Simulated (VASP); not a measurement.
# Al30Si (a cell with a defect) in VASP: a series of runs

Al30Si (a cell with a defect) is run at these levels: PBE+D3(BJ); tasks: single point.

Everything below comes from runs of VASP 6.6.1. Logs are shortened: lines on timing, memory, paths and dates and some standing lists are left out, and cuts for length are marked.

### 1 The cell of the first run

The cell holds a defect, 31 atoms: a = 8.100 Å, b = 8.100 Å, c = 8.100 Å, α = 90.00°, β = 90.00°, γ = 90.00°.

### 2 Single point, PBE+D3(BJ)

INCAR

```
PREC = Accurate ; ENCUT = 520
EDIFF = 1E-7 ; ISMEAR = 0
SIGMA = 0.1 ; LREAL = Auto
LASPH = T ; NELM = 80
ALGO = Normal ; ISIF = 2
LWAVE = F ; LCHARG = F
GGA = PE ; IVDW = 12
NBANDS = 68
```

KPOINTS

```
Automatic mesh
0
Gamma
  3 3 3
```

POSCAR

```
Al30Si
1.0
    8.1000000000      0.0000000000      0.0000000000
    0.0000000000      8.1000000000      0.0000000000
    0.0000000000      0.0000000000      8.1000000000
Si Al
1 30
Direct
    0.4995423457     -0.0009861728     -0.0007418519
    0.7485959259      0.2424775309     -0.0024446914
    0.7489639506     -0.0014353086      0.2498556790
   -0.0000103704     -0.0011658025     -0.0022334568
    0.2515230864      0.2486166667      0.0002856790
    0.5001508642      0.4987550617      0.0001582716
    0.7485491358      0.7549244444     -0.0026376543
    0.2522408642     -0.0013040741      0.2479023457
    0.4997782716      0.2481669136      0.2484322222
    0.7504472840      0.4985312346      0.2498229630
    0.5023285185     -0.0013086420      0.5000723457
    0.7500502469      0.2472488889      0.5020704938
    0.0003437037      0.4988306173      0.0002786420
    0.2516041975      0.7489277778      0.0004862963
    0.0006945679      0.2497414815      0.2496933333
    0.2510858025      0.4985562963      0.2494614815
    0.5000687654      0.7493419753      0.2485055556
   -0.0017591358     -0.0012882716      0.5019070370
    0.2507476543      0.2496246914      0.5000727160
    0.4999614815      0.4990456790      0.4995716049
    0.7502733333      0.7500587654      0.5020987654
    0.2506404938     -0.0012911111      0.7516030864
    0.5030533333      0.2430127160      0.7514379012
    0.7505401235      0.4988812346      0.7500029630
    0.0004641975      0.7476382716      0.2495602469
    0.0000027160      0.4985512346      0.5003706173
    0.2509441975      0.7477293827      0.4996765432
   -0.0018208642      0.2471756790      0.7502670370
    0.2506007407      0.4988198765      0.7496819753
    0.5030698765      0.7547900000      0.7515675309
   -0.0015606173      0.7504319753      0.7501576543
```

Potentials or basis: VASP PAW PBE potentials, release 64 (Si, Al).

Run with:

```
> cat potpaw_PBE.64/Si/POTCAR potpaw_PBE.64/Al/POTCAR > POTCAR
> mpirun -np 1 vasp_std > vasp.out
```

OUTCAR:

```text
PREC = Accurate
   ENCUT = 520
   EDIFF = 1E-7
   ISMEAR = 0
   LREAL = Auto
   LASPH = T
   NELM = 80
   ISIF = 2
   GGA = PE
   IVDW = 12
 IVDW          = 12

 ion  position               nearest neighbor table
   1  0.500  0.999  0.999-  23 2.82  30 2.82   2 2.82   7 2.82   8 2.84  22 2.84   5 2.85  14 2.85
                             9 2.85  17 2.86   3 2.86
   2  0.749  0.242  0.998-  23 2.82   1 2.82   4 2.84   3 2.84  28 2.85   9 2.86  24 2.89  15 2.89
                             6 2.89  13 2.91  10 2.91
   3  0.749  0.999  0.250-   7 2.84   2 2.84  11 2.85  17 2.85   9 2.86   1 2.86  21 2.87  12 2.87
                            18 2.87  25 2.88  15 2.88   4 2.88
   4  1.000  0.999  0.998-   2 2.84   7 2.84  28 2.84  31 2.84  22 2.85   5 2.87  14 2.87   8 2.88
                            15 2.88  25 2.88   3 2.88
   5  0.252  0.249  0.000-   9 2.84   8 2.85   1 2.85  22 2.86   6 2.86  16 2.86  15 2.87  23 2.87
                            29 2.87   4 2.87  13 2.87  28 2.88
   6  0.500  0.499  0.000-  16 2.85  14 2.86   5 2.86   9 2.86  17 2.86  10 2.86  29 2.86  24 2.87
                            23 2.89   7 2.89  30 2.89   2 2.89
   7  0.749  0.755  0.997-  30 2.81   1 2.82   4 2.84   3 2.84  31 2.85  17 2.86  24 2.88  25 2.89
                             6 2.89  13 2.91  10 2.91
   8  0.252  0.999  0.248-   1 2.84   9 2.85  17 2.85  14 2.85   5 2.85  11 2.88   4 2.88  15 2.88
                            27 2.88  25 2.88  19 2.88  18 2.91
   9  0.500  0.248  0.248-   5 2.84   8 2.85   1 2.85   3 2.86   6 2.86  16 2.86   2 2.86  19 2.87
[... 31 lines left out ...]
  25  0.000  0.748  0.250-  13 2.85  10 2.86  16 2.86  26 2.86  14 2.87  27 2.87   3 2.88  21 2.88
                             8 2.88   4 2.88  18 2.88   7 2.89
  26  0.000  0.499  0.500-  24 2.86  15 2.86  19 2.86  25 2.86  29 2.86  10 2.86  27 2.86  21 2.87
                            12 2.87  28 2.87  31 2.87  16 2.88
  27  0.251  0.748  0.500-  20 2.85  29 2.86  16 2.86  26 2.86  17 2.87  25 2.87  11 2.88   8 2.88
                            22 2.88  31 2.88  18 2.88  30 2.89
  28  0.998  0.247  0.750-   4 2.84  12 2.84  18 2.85   2 2.85  24 2.86  22 2.87  26 2.87  13 2.87
                            19 2.88   5 2.88  29 2.89
  29  0.251  0.499  0.750-  19 2.86  27 2.86  20 2.86  26 2.86   6 2.86   5 2.87  13 2.87  14 2.87
                            31 2.89  28 2.89  23 2.91  30 2.91
  30  0.503  0.755  0.752-   7 2.81   1 2.82  11 2.84  22 2.84  21 2.85  14 2.87  24 2.88  27 2.89
                             6 2.89  20 2.91  29 2.91
  31  0.998  0.750  0.750-   4 2.84  21 2.84  18 2.84   7 2.85  24 2.86  22 2.87  26 2.87  13 2.87
                            27 2.88  14 2.88  29 2.89

  LATTYP: Found a simple cubic cell.
 ALAT       =     8.1000000000

  Lattice vectors:

 A1 = (   8.1000000000,   0.0000000000,   0.0000000000)
 A2 = (   0.0000000000,   8.1000000000,   0.0000000000)
 A3 = (   0.0000000000,   0.0000000000,   8.1000000000)

Analysis of symmetry for initial positions (statically):
=====================================================================
 Subroutine PRICEL returns:
 Original cell was already a primitive cell.

 Routine SETGRP: Setting up the symmetry group for a
 simple cubic supercell.

 Subroutine GETGRP returns: Found  1 space group operations
 (whereof  1 operations were pure point group operations)
 out of a pool of 48 trial point group operations.

The static configuration has the point symmetry C_1 .

Analysis of symmetry for dynamics (positions and initial velocities):
=====================================================================
 Subroutine PRICEL returns:
 Original cell was already a primitive cell.

 Routine SETGRP: Setting up the symmetry group for a
 simple cubic supercell.

 Subroutine GETGRP returns: Found  1 space group operations
 (whereof  1 operations were pure point group operations)
 out of a pool of 48 trial point group operations.

The dynamic configuration has the point symmetry C_1 .

 Subroutine INISYM returns: Found  1 space group operations
 (whereof  1 operations are pure point group operations),
 and found     1 'primitive' translations

----------------------------------------------------------------------------------------

                                     Primitive cell

  volume of cell :     531.4410

  direct lattice vectors                    reciprocal lattice vectors
     8.100000000  0.000000000  0.000000000     0.123456790  0.000000000  0.000000000
     0.000000000  8.100000000  0.000000000     0.000000000  0.123456790  0.000000000
     0.000000000  0.000000000  8.100000000     0.000000000  0.000000000  0.123456790

  length of vectors
     8.100000000  8.100000000  8.100000000     0.123456790  0.123456790  0.123456790

  position of ions in fractional coordinates (direct lattice)
     0.499542346  0.999013827  0.999258148
     0.748595926  0.242477531  0.997555309
     0.748963951  0.998564691  0.249855679
     0.999989630  0.998834198  0.997766543
     0.251523086  0.248616667  0.000285679
     0.500150864  0.498755062  0.000158272
[... 23 lines left out ...]
     0.503069876  0.754790000  0.751567531
     0.998439383  0.750431975  0.750157654

  ion indices of the primitive-cell ions
   primitive index   ion index
                 1           1
                 2           2
                 3           3
                 4           4
                 5           5
                 6           6
[... 23 lines left out ...]
                30          30
                31          31

----------------------------------------------------------------------------------------

 KPOINTS: Automatic mesh

Automatic generation of k-mesh.
 Grid dimensions read from file:
 generate k-points for:    3    3    3

 Generating k-lattice:

  Cartesian coordinates                     Fractional coordinates (reciprocal lattice)
     0.041152263  0.000000000  0.000000000     0.333333333  0.000000000  0.000000000
     0.000000000  0.041152263  0.000000000     0.000000000  0.333333333  0.000000000
     0.000000000  0.000000000  0.041152263     0.000000000  0.000000000  0.333333333

  Length of vectors
     0.041152263  0.041152263  0.041152263

  Shift w.r.t. Gamma in fractional coordinates (k-lattice)
     0.000000000  0.000000000  0.000000000

 Subroutine IBZKPT returns following result:
 ===========================================

 Found     14 irreducible k-points:

 Following reciprocal coordinates:
            Coordinates               Weight
  0.000000  0.000000  0.000000      1.000000
  0.333333  0.000000  0.000000      2.000000
  0.000000  0.333333  0.000000      2.000000
  0.000000  0.000000  0.333333      2.000000
  0.333333  0.333333  0.000000      2.000000
  0.000000  0.333333  0.333333      2.000000
  0.333333  0.000000  0.333333      2.000000
 -0.333333  0.333333  0.000000      2.000000
 -0.333333  0.000000  0.333333      2.000000
  0.000000 -0.333333  0.333333      2.000000
  0.333333  0.333333  0.333333      2.000000
 -0.333333  0.333333  0.333333      2.000000
 -0.333333 -0.333333  0.333333      2.000000
  0.333333 -0.333333  0.333333      2.000000
   k-points           NKPTS =     14   k-points in BZ     NKDIM =     14   number of bands    NBANDS=     68
   number of dos      NEDOS =    301   number of ions     NIONS =     31
   total plane-waves  NPLWV = 216000
   dimension x,y,z NGX =    60 NGY =   60 NGZ =   60
   dimension x,y,z NGXF=   120 NGYF=  120 NGZF=  120
   ions per type =               1  30
   NGX,Y,Z   is equivalent  to a cutoff of  12.31, 12.31, 12.31 a.u.
   NGXF,Y,Z  is equivalent  to a cutoff of  24.63, 24.63, 24.63 a.u.
 SYSTEM =  unknown system
   PREC   = accura    normal or accurate (medium, high low for compatibility)
   ISTART =      0    job   : 0-new  1-cont  2-samecut
   ICHARG =      2    charge: 1-file 2-atom 10-const
   ISPIN  =      1    spin polarized calculation?
   LNONCOLLINEAR =      F non collinear calculations
   LSORBIT =      F    spin-orbit coupling
   LASPH  =      T    aspherical Exc in radial PAW
   ENCUT  =  520.0 eV  38.22 Ry    6.18 a.u.  15.06 15.06 15.06*2*pi/ulx,y,z
   NELM   =     80;   NELMIN=  2; NELMDL= -5     # of ELM steps
   EDIFF  = 0.1E-06   stopping-criterion for ELM
   LREAL  =      T    real-space projection
   EDIFFG = 0.1E-05   stopping-criterion for IOM
   NSW    =      0    number of steps for IOM
   IBRION =     -1    ionic relax: 0-MD 1-quasi-New 2-CG
   NFREE  =      0    steps in history (QN), initial steepest desc. (CG)
   ISIF   =      2    stress and relaxation
   ISYM   =      2    0-nonsym 1-usesym 2-fastsym
   POTIM  = 0.5000    time-step for ionic-motion
   TEBEG  =    0.0;   TEEND  =   0.0 temperature during run
   PSTRESS=    0.0 pullay stress
   NELECT =      94.0000    total number of electrons
   NUPDOWN=      -1.0000    fix difference up-down
   EMIN   =  10.00;   EMAX   =-10.00  energy-range for DOS
   EFERMI =   0.00;   METHOD = LEGACY
   ISMEAR =     0;   SIGMA  =   0.10  broadening in eV -4-tet -1-fermi 0-gaus
   EFERMI_NEDOS =   21; number of points for ismear=-14 and -15
   IALGO  =     38    algorithm
   IMIX   =      4    mixing-type and parameters
     AMIX     =   0.40;   BMIX     =  1.00
     AMIX_MAG =   1.60;   BMIX_MAG =  1.00
  volume/ion in A,a.u.               =      17.14       115.69
  Fermi-wavevector in a.u.,A,eV,Ry     =   0.918965  1.736593 11.490081  0.844497
  Thomas-Fermi vector in A             =   2.044106
   LORBIT       =      0    0 simple, 1 ext, 2 COOP (PROOUT), +10 PAW based schemes
   GGA     = PE    functional components
   LHFCALC =     F    Hartree Fock is set to
   AEXX    =    0.0000 exact exchange contribution
   IVDW    =    12    specifies the selected vdW correction
   LEPSILON=     F    determine dielectric tensor
   LRPA    =     F    only Hartree local field effects (RPA)
 non-spin polarized calculation
 Gauss-broadening in eV      SIGMA  =   0.10
  energy-cutoff  :      520.00
  volume of cell :      531.44
 maximum number of plane-waves:     14358
   NGX = 31   NGY = 31   NGZ = 31

 number of electron      94.0000000 magnetization

 Free energy of the ion-electron system (eV)
  ---------------------------------------------------
  ext. energy  EPLUGINS =         0.00000000
  ---------------------------------------------------
  free energy    TOTEN  =      -117.34985607 eV

  energy without entropy =     -117.31062039  energy(sigma->0) =     -117.33023823

 E-fermi :   7.5223     XC(G=0): -10.0428

 val. band max:        7.4677103930   @ k =  -0.3333   0.3333   0.3333
 cond. band min:       7.5527290926   @ k =  -0.3333   0.0000   0.3333
 fundamental gap:      0.0850186997
 Fermi energy:         7.5222981503

 k-point     1 :       0.0000    0.0000    0.0000
  band No.  band energies     occupation
      1      -3.4830      2.00000
      2      -1.7982      2.00000
      3      -1.2271      2.00000
      4      -1.1791      2.00000
      5      -1.1678      2.00000
      6      -1.1351      2.00000
[... 857 lines left out ...]
     58       9.3603      0.00000
     59       9.5153      0.00000
 [bands above 59 left out]

------------------------ aborting loop because EDIFF is reached ----------------------------------------

 Edisp (eV)  -10.05800

 E8    (eV) :    -4.4835

  FORCE on cell =-STRESS in cart. coord.  units (eV):
  Direction    XX          YY          ZZ          XY          YZ          ZX
  --------------------------------------------------------------------------------------
  -------------------------------------------------------------------------------------
  Total     -15.31185   -16.46344   -15.35250    -0.00968     0.00820     0.16103
  in kB     -46.16183   -49.63364   -46.28440    -0.02919     0.02471     0.48546
  external pressure =      -47.36 kB  Pullay stress =        0.00 kB

 VOLUME and BASIS-vectors are now :
 -----------------------------------------------------------------------------
  energy-cutoff  :      520.00
  volume of cell :      531.44
      direct lattice vectors                 reciprocal lattice vectors
     8.100000000  0.000000000  0.000000000     0.123456790  0.000000000  0.000000000
     0.000000000  8.100000000  0.000000000     0.000000000  0.123456790  0.000000000
     0.000000000  0.000000000  8.100000000     0.000000000  0.000000000  0.123456790

 POSITION                                       TOTAL-FORCE (eV/Angst)
 -----------------------------------------------------------------------------------
      4.04629      8.09201      8.09399         0.007071      0.003065      0.018587
      6.06363      1.96407      8.08020         0.000496     -0.002213     -0.003800
      6.06661      8.08837      2.02383        -0.012166      0.002980     -0.008351
      8.09992      8.09056      8.08191        -0.003372     -0.002969      0.002580
      2.03734      2.01380      0.00231         0.000147     -0.003049      0.003866
      4.05122      4.03992      0.00128        -0.002968     -0.002447      0.004853
[... 23 lines left out ...]
      4.07487      6.11380      6.08770        -0.000260      0.010623     -0.005014
      8.08736      6.07850      6.07628        -0.012985      0.003327      0.000527
 -----------------------------------------------------------------------------------
    total drift:                                0.034277     -0.094858     -0.000403

  FREE ENERGIE OF THE ION-ELECTRON SYSTEM (eV)
  ---------------------------------------------------
  free  energy   TOTEN  =      -127.4078595885 eV

  energy  without entropy=     -127.3686239007  energy(sigma->0) =     -127.38824174
```

Wall time 11 min (1 thread of Intel Xeon 6975P-C, shared host); peak memory 0.65 GiB.

Results:

```yaml
Free_energy: -127.4079 eV
Pressure: -4.7 GPa
Largest_force: 0.020 eV/Å
Band_gap_on_the_k_mesh: zero (band 47 reaches 7.86 eV, above the bottom of band 48 at 7.55 eV)
Dispersion_energy_per_atom: -0.324 eV
```

Forces in eV/Å, atoms in the order of the input:
```
Si   0.007  0.003  0.019
Al   0.000 -0.002 -0.004
Al  -0.012  0.003 -0.008
Al  -0.003 -0.003  0.003
Al   0.000 -0.003  0.004
Al  -0.003 -0.002  0.005
Al   0.004  0.013 -0.003
Al   0.001  0.001 -0.003
Al  -0.001  0.002  0.004
Al   0.007  0.000 -0.002
Al   0.006  0.004  0.007
Al  -0.004 -0.002  0.008
Al   0.009 -0.005  0.011
Al   0.001  0.000  0.004
Al   0.008  0.003 -0.012
Al  -0.001  0.004 -0.004
Al  -0.005 -0.004 -0.008
Al  -0.005  0.000  0.011
Al   0.012  0.004 -0.011
Al  -0.004 -0.014 -0.005
Al  -0.005  0.009  0.010
Al   0.002  0.001  0.002
Al  -0.001 -0.006 -0.002
Al   0.001 -0.007 -0.005
Al   0.009 -0.007 -0.005
Al   0.006  0.002 -0.002
Al  -0.003 -0.002 -0.004
Al  -0.008 -0.003 -0.001
Al  -0.002 -0.002 -0.003
Al   0.000  0.011 -0.005
Al  -0.013  0.003  0.001
```

(Continued in part 2 of 2.)
